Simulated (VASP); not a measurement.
# TiO2 (P3_121) in VASP: notebook

Aim: see how the results for TiO2 move with the level of theory and the settings. Levels: r2SCAN+D4, PBE. Tasks: single point, relaxation of the atoms.

Program: VASP 6.6.1. These are calculated values, not measurements. Logs are shortened: lines on timing, memory, paths and dates and some standing lists are left out, and cuts for length are marked.

## 1. The cell of the first run

The structure is trigonal, space group P3_121 (No. 152). Conventional cell: a = 5.620 Å, b = 5.620 Å, c = 6.144 Å, α = 90.00°, β = 90.00°, γ = 120.00°. Ti (site symmetry 2) has 4 O at 1.81 Å within 2.4 Å. Within 2.4 Å of O (site symmetry 1) lie 2 Ti at 1.81 Å.

## 2. Single point, r2SCAN+D4

POSCAR reads:

```
TiO2
1.0
    5.6199788277      0.0000000000      0.0000000000
   -2.8099894139      4.8670444335      0.0000000000
    0.0000000000      0.0000000000      6.1437561381
Ti O
3 6
Direct
    0.4723011871      0.0000000000      0.3333333333
    0.0000000000      0.4723011871      0.6666666667
    0.5276988129      0.5276988129      0.0000000000
    0.5781457953      0.8390010672      0.1294791251
    0.7391447282      0.1609989328      0.5371875416
    0.2608552718      0.4218542047      0.7961457918
    0.8390010672      0.5781457953      0.8705208749
    0.1609989328      0.7391447282      0.4628124584
    0.4218542047      0.2608552718      0.2038542082
```

INCAR.step1 reads:

```
SYSTEM = TiO2
PREC = Accurate
ENCUT = 520
ISMEAR = -1
SIGMA = 0.05
LREAL = .False.
LASPH = .True.
NELM = 80
NBANDS = 46
GGA = PE
ALGO = Normal
EDIFF = 1E-4
LWAVE = .True.
LCHARG = .False.
```

INCAR.step2 reads:

```
SYSTEM = TiO2
PREC = Accurate
ENCUT = 520
EDIFF = 1E-6
ISMEAR = -1
SIGMA = 0.05
LREAL = .False.
LASPH = .True.
NELM = 80
ALGO = Normal
ISIF = 2
LWAVE = .False.
LCHARG = .False.
METAGGA = R2SCAN
LMIXTAU = .True.
IVDW = 13
VDW_S6 = 1.0
VDW_S8 = 0.6018749
VDW_A1 = 0.51559235
VDW_A2 = 5.77342911
NBANDS = 46
ISTART = 1
```

KPOINTS reads:

```
regular mesh
0
Gamma
  6 6 5
  0 0 0
```

Potentials or basis: VASP PAW PBE potentials, release 64 (Ti_sv, O).

The run is started by

```console
$ cat potpaw_PBE.64/Ti_sv/POTCAR potpaw_PBE.64/O/POTCAR > POTCAR
$ cp INCAR.step1 INCAR
$ mpirun -np 1 vasp_std > vasp.out
$ cp INCAR.step2 INCAR
$ mpirun -np 1 vasp_std > vasp.out
```

OUTCAR:

```text
SYSTEM = TiO2
   PREC = Accurate
   ENCUT = 520
   EDIFF = 1E-6
   ISMEAR = -1
   LREAL = .False.
   LASPH = .True.
   NELM = 80
   ISIF = 2
   METAGGA = R2SCAN
   IVDW = 13
   ISTART = 1

 ion  position               nearest neighbor table
   1  0.472  0.000  0.333-   9 1.81   8 1.81   4 1.81   5 1.81
   2  0.000  0.472  0.667-   6 1.81   5 1.81   7 1.81   8 1.81
   3  0.528  0.528  0.000-   7 1.81   4 1.81   6 1.81   9 1.81
   4  0.578  0.839  0.129-   3 1.81   1 1.81
   5  0.739  0.161  0.537-   2 1.81   1 1.81
   6  0.261  0.422  0.796-   2 1.81   3 1.81
   7  0.839  0.578  0.871-   3 1.81   2 1.81
   8  0.161  0.739  0.463-   1 1.81   2 1.81
   9  0.422  0.261  0.204-   1 1.81   3 1.81

  LATTYP: Found a hexagonal cell.
 ALAT       =     5.6199788277
 C/A-ratio  =     1.0931991608

  Lattice vectors:

 A1 = (   5.6199788277,   0.0000000000,   0.0000000000)
 A2 = (  -2.8099894139,   4.8670444335,   0.0000000000)
 A3 = (   0.0000000000,   0.0000000000,   6.1437561381)

Analysis of symmetry for initial positions (statically):
=====================================================================
 Subroutine PRICEL returns:
 Original cell was already a primitive cell.

 Routine SETGRP: Setting up the symmetry group for a
 hexagonal supercell.

 Subroutine GETGRP returns: Found  6 space group operations
 (whereof  2 operations were pure point group operations)
 out of a pool of 24 trial point group operations.

The static configuration has the point symmetry C_2 .
 The point group associated with its full space group is D_3 .

Analysis of symmetry for dynamics (positions and initial velocities):
=====================================================================
 Subroutine PRICEL returns:
 Original cell was already a primitive cell.

 Routine SETGRP: Setting up the symmetry group for a
 hexagonal supercell.

 Subroutine GETGRP returns: Found  6 space group operations
 (whereof  2 operations were pure point group operations)
 out of a pool of 24 trial point group operations.

The dynamic configuration has the point symmetry C_2 .
 The point group associated with its full space group is D_3 .

 Subroutine INISYM returns: Found  6 space group operations
 (whereof  2 operations are pure point group operations),
 and found     1 'primitive' translations

----------------------------------------------------------------------------------------

                                     Primitive cell

  volume of cell :     168.0482

  direct lattice vectors                    reciprocal lattice vectors
     5.619978828  0.000000000  0.000000000     0.177936613  0.102731752  0.000000000
    -2.809989414  4.867044434  0.000000000     0.000000000  0.205463503  0.000000000
     0.000000000  0.000000000  6.143756138     0.000000000  0.000000000  0.162766877

  length of vectors
     5.619978828  5.619978828  6.143756138     0.205463503  0.205463503  0.162766877

  position of ions in fractional coordinates (direct lattice)
     0.472301187  0.000000000  0.333333333
     0.000000000  0.472301187  0.666666667
     0.527698813  0.527698813  0.000000000
     0.578145795  0.839001067  0.129479125
     0.739144728  0.160998933  0.537187542
     0.260855272  0.421854205  0.796145792
     0.839001067  0.578145795  0.870520875
     0.160998933  0.739144728  0.462812458
     0.421854205  0.260855272  0.203854208

  ion indices of the primitive-cell ions
   primitive index   ion index
                 1           1
                 2           2
                 3           3
                 4           4
                 5           5
                 6           6
                 7           7
                 8           8
                 9           9

----------------------------------------------------------------------------------------

 KPOINTS: regular mesh

Automatic generation of k-mesh.
 Grid dimensions read from file:
 generate k-points for:    6    6    5

 Generating k-lattice:

  Cartesian coordinates                     Fractional coordinates (reciprocal lattice)
     0.029656102  0.017121959  0.000000000     0.166666667  0.000000000  0.000000000
     0.000000000  0.034243917  0.000000000     0.000000000  0.166666667  0.000000000
     0.000000000  0.000000000  0.032553375     0.000000000  0.000000000  0.200000000

  Length of vectors
     0.034243917  0.034243917  0.032553375

  Shift w.r.t. Gamma in fractional coordinates (k-lattice)
     0.000000000  0.000000000  0.000000000

 Subroutine IBZKPT returns following result:
 ===========================================

 Found     27 irreducible k-points:

 Following reciprocal coordinates:
            Coordinates               Weight
  0.000000  0.000000  0.000000      1.000000
  0.166667 -0.000000  0.000000      6.000000
  0.333333 -0.000000  0.000000      6.000000
  0.500000 -0.000000  0.000000      3.000000
  0.166667  0.166667  0.000000      6.000000
  0.333333  0.166667  0.000000     12.000000
[... 16 lines left out ...]
  0.500000 -0.000000  0.400000      6.000000
  0.166667  0.166667  0.400000     12.000000
 [... further k-points ...]
   k-points           NKPTS =     27   k-points in BZ     NKDIM =     27   number of bands    NBANDS=     46
   number of dos      NEDOS =    301   number of ions     NIONS =      9
   total plane-waves  NPLWV =  84672
   dimension x,y,z NGX =    42 NGY =   42 NGZ =   48
   dimension x,y,z NGXF=    84 NGYF=   84 NGZF=   96
   ions per type =               3   6
   NGX,Y,Z   is equivalent  to a cutoff of  12.42, 12.42, 12.99 a.u.
   NGXF,Y,Z  is equivalent  to a cutoff of  24.85, 24.85, 25.98 a.u.
 SYSTEM =  TiO2
   PREC   = accura    normal or accurate (medium, high low for compatibility)
   ISTART =      1    job   : 0-new  1-cont  2-samecut
   ICHARG =      0    charge: 1-file 2-atom 10-const
   ISPIN  =      1    spin polarized calculation?
   LNONCOLLINEAR =      F non collinear calculations
   LSORBIT =      F    spin-orbit coupling
   LASPH  =      T    aspherical Exc in radial PAW
   ENCUT  =  520.0 eV  38.22 Ry    6.18 a.u.  10.45 10.45 11.42*2*pi/ulx,y,z
   NELM   =     80;   NELMIN=  2; NELMDL=  0     # of ELM steps
   EDIFF  = 0.1E-05   stopping-criterion for ELM
   LREAL  =      F    real-space projection
   EDIFFG = 0.1E-04   stopping-criterion for IOM
   NSW    =      0    number of steps for IOM
   IBRION =     -1    ionic relax: 0-MD 1-quasi-New 2-CG
   NFREE  =      0    steps in history (QN), initial steepest desc. (CG)
   ISIF   =      2    stress and relaxation
   ISYM   =      2    0-nonsym 1-usesym 2-fastsym
   POTIM  = 0.5000    time-step for ionic-motion
   TEBEG  =    0.0;   TEEND  =   0.0 temperature during run
   PSTRESS=    0.0 pullay stress
   NELECT =      72.0000    total number of electrons
   NUPDOWN=      -1.0000    fix difference up-down
   EMIN   =  10.00;   EMAX   =-10.00  energy-range for DOS
   EFERMI =   0.00;   METHOD = LEGACY
   ISMEAR =    -1;   SIGMA  =   0.05  broadening in eV -4-tet -1-fermi 0-gaus
   EFERMI_NEDOS =   21; number of points for ismear=-14 and -15
   IALGO  =     38    algorithm
   IMIX   =      4    mixing-type and parameters
     AMIX     =   0.40;   BMIX     =  1.00
     AMIX_MAG =   1.60;   BMIX_MAG =  1.00
  volume/ion in A,a.u.               =      18.67       126.01
  Fermi-wavevector in a.u.,A,eV,Ry     =   1.234168  2.332240 20.724001  1.523171
  Thomas-Fermi vector in A             =   2.368869
   LORBIT       =      0    0 simple, 1 ext, 2 COOP (PROOUT), +10 PAW based schemes
   METAGGA = R2SCAN    functional components
   LHFCALC =     F    Hartree Fock is set to
   AEXX    =    0.0000 exact exchange contribution
   IVDW    =    13    specifies the selected vdW correction
   LEPSILON=     F    determine dielectric tensor
   LRPA    =     F    only Hartree local field effects (RPA)
 non-spin polarized calculation
  energy-cutoff  :      520.00
  volume of cell :      168.05
 maximum number of plane-waves:      4571
 NGX is ok and might be reduce to    42
   NGX = 21   NGY = 21   NGZ = 23

 number of electron      71.9999984 magnetization

 Free energy of the ion-electron system (eV)
  ---------------------------------------------------
  ext. energy  EPLUGINS =         0.00000000
  ---------------------------------------------------
  free energy    TOTEN  =      -103.44102693 eV

  energy without entropy =     -103.44102693  energy(sigma->0) =     -103.44102693

 E-fermi :  -0.4071     XC(G=0):  -8.3896

 val. band max:       -1.5692753878   @ k =   0.1667  -0.0000   0.4000
 cond. band min:       2.4834873670   @ k =   0.0000   0.0000   0.0000
 fundamental gap:      4.0527627548
 Fermi energy:        -0.4071104575

 k-point     1 :       0.0000    0.0000    0.0000
  band No.  band energies     occupation
      1     -58.9771      2.00000
      2     -58.9645      2.00000
      3     -58.9645      2.00000
      4     -34.3792      2.00000
      5     -34.3452      2.00000
      6     -34.3452      2.00000
[... 38 lines left out ...]
     45       4.4890      0.00000
     46       5.0288      0.00000

 k-point     2 :       0.1667   -0.0000    0.0000
  band No.  band energies     occupation
      1     -58.9764      2.00000
      2     -58.9652      2.00000
      3     -58.9645      2.00000
      4     -34.3772      2.00000
      5     -34.3499      2.00000
      6     -34.3488      2.00000
[... 38 lines left out ...]
     45       4.7576      0.00000
     46       5.0215      0.00000

 k-point     3 :       0.3333   -0.0000    0.0000
  band No.  band energies     occupation
      1     -58.9744      2.00000
      2     -58.9672      2.00000
      3     -58.9645      2.00000
      4     -34.3728      2.00000
      5     -34.3578      2.00000
      6     -34.3546      2.00000
[... 1018 lines left out ...]
     45       4.8212      0.00000
     46       4.9600      0.00000

 k-point    24 :       0.1667    0.1667    0.4000
  band No.  band energies     occupation
      1     -58.9733      2.00000
      2     -58.9703      2.00000
      3     -58.9625      2.00000
      4     -34.3718      2.00000
      5     -34.3588      2.00000
      6     -34.3491      2.00000
[... 38 lines left out ...]
     45       4.7422      0.00000
     46       5.3038      0.00000

 [... further k-points ...]

------------------------ aborting loop because EDIFF is reached ----------------------------------------

  DFT-D4 for vdW energy calculation

  Edisp (eV):   -0.56997

  FORCE on cell =-STRESS in cart. coord.  units (eV):
  Direction    XX          YY          ZZ          XY          YZ          ZX
  --------------------------------------------------------------------------------------
  -------------------------------------------------------------------------------------
  Total       0.68128     0.68128     0.71129    -0.00000     0.00000    -0.00000
  in kB       6.49534     6.49534     6.78149    -0.00000     0.00000    -0.00000
  external pressure =        6.59 kB  Pullay stress =        0.00 kB

 VOLUME and BASIS-vectors are now :
 -----------------------------------------------------------------------------
  energy-cutoff  :      520.00
  volume of cell :      168.05
      direct lattice vectors                 reciprocal lattice vectors
     5.619978828  0.000000000  0.000000000     0.177936613  0.102731752  0.000000000
    -2.809989414  4.867044434  0.000000000     0.000000000  0.205463503  0.000000000
     0.000000000  0.000000000  6.143756138     0.000000000  0.000000000  0.162766877

 POSITION                                       TOTAL-FORCE (eV/Angst)
 -----------------------------------------------------------------------------------
      2.65432      0.00000      2.04792        -0.009625      0.000000      0.000000
     -1.32716      2.29871      4.09584         0.004813     -0.008336      0.000000
      1.48283      2.56833      0.00000         0.004813      0.008336      0.000000
      0.89158      4.08346      0.79549         0.023675      0.038033     -0.027296
      3.70157      0.78359      3.30035         0.023675     -0.038033      0.027296
      0.28060      2.05318      4.89133         0.021100     -0.039519     -0.027296
      3.09058      2.81386      5.34827         0.021100      0.039519      0.027296
     -1.17218      3.59745      2.84341        -0.044775      0.001487     -0.027296
      1.63781      1.26959      1.25243        -0.044775     -0.001487      0.027296
 -----------------------------------------------------------------------------------
    total drift:                                0.000001      0.000001     -0.000000

  FREE ENERGIE OF THE ION-ELECTRON SYSTEM (eV)
  ---------------------------------------------------
  free  energy   TOTEN  =      -104.0109999542 eV

  energy  without entropy=     -104.0109999542  energy(sigma->0) =     -104.01099995
```

It took 11 min on 1 thread of Oxide Virtual Turin-like, shared host; peak memory 0.37 GiB.

What came out:

```yaml
Free_energy: -104.0110 eV
Pressure: 0.7 GPa
Largest_force: 0.052 eV/Å
Band_gap_on_the_k_mesh: 4.05 eV (least direct gap 4.08 eV)
Dispersion_energy_per_atom: -0.063 eV
```

Forces in eV/Å, atoms in the order of the input:
```
Ti  -0.010  0.000  0.000
Ti   0.005 -0.008  0.000
Ti   0.005  0.008  0.000
O    0.024  0.038 -0.027
O    0.024 -0.038  0.027
O    0.021 -0.040 -0.027
O    0.021  0.040  0.027
O   -0.045  0.001 -0.027
O   -0.045 -0.001  0.027
```

Levels at points of the mesh, in eV from the valence-band top:
| k point | band 33 | band 34 | band 35 | band 36 | band 37 | band 38 | band 39 | band 40 |
| --- | --- | --- | --- | --- | --- | --- | --- | --- |
| (0.00, 0.00, 0.00) | -0.81 | -0.28 | -0.28 | -0.24 | 4.05 | 4.65 | 4.65 | 5.14 |
| (0.50, 0.00, 0.00) | -0.81 | -0.81 | -0.16 | -0.01 | 4.30 | 4.32 | 4.63 | 5.29 |

Caveat: the PAW data sets were made with another functional, which shifts forces and pressure a little.

[end of part 1 of 2]
